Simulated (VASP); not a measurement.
A run of VASP 6.6.1:

The input INCAR:

```
PREC = Accurate
ENCUT = 520
EDIFF = 1E-6
ISMEAR = 0
SIGMA = 0.05
LREAL = False
LASPH = True
NELM = 100
ALGO = Normal
ISIF = 2
LWAVE = False
LCHARG = True
GGA = PE
LELF = True
LVHAR = True
NBANDS = 16
```

File KPOINTS:

```
Automatic mesh
0
Gamma
  9 9 6
```

File POSCAR:

```
AlN
1.0
    3.3121157418      0.0000000000      0.0000000000
   -1.6560578709      2.8683763727      0.0000000000
    0.0000000000      0.0000000000      4.1875630000
Al N
2 2
Direct
    0.4379221184      0.8758442368      0.7500000000
    0.6666666667      0.3333333333      0.2500000000
    0.3333333333      0.6666666667      0.2500000000
    0.6666666667      0.3333333333      0.7500000000
```

Potentials or basis: VASP PAW PBE potentials, release 64 (Al, N).

Launch:

```bash
$ cat potpaw_PBE.64/Al/POTCAR potpaw_PBE.64/N/POTCAR > POTCAR
$ mpirun -np 1 vasp_std > vasp.out
```

Hardware: 1 thread of Intel(R) Xeon(R) 6975P-C (Granite Rapids), on a shared host.

Estimate the wall time of this run.

Run time: 24 s on 1 thread of Intel(R) Xeon(R) 6975P-C (Granite Rapids), on a shared host, peak memory 0.19 GiB. Counts: scf iterations 13, k points 100.
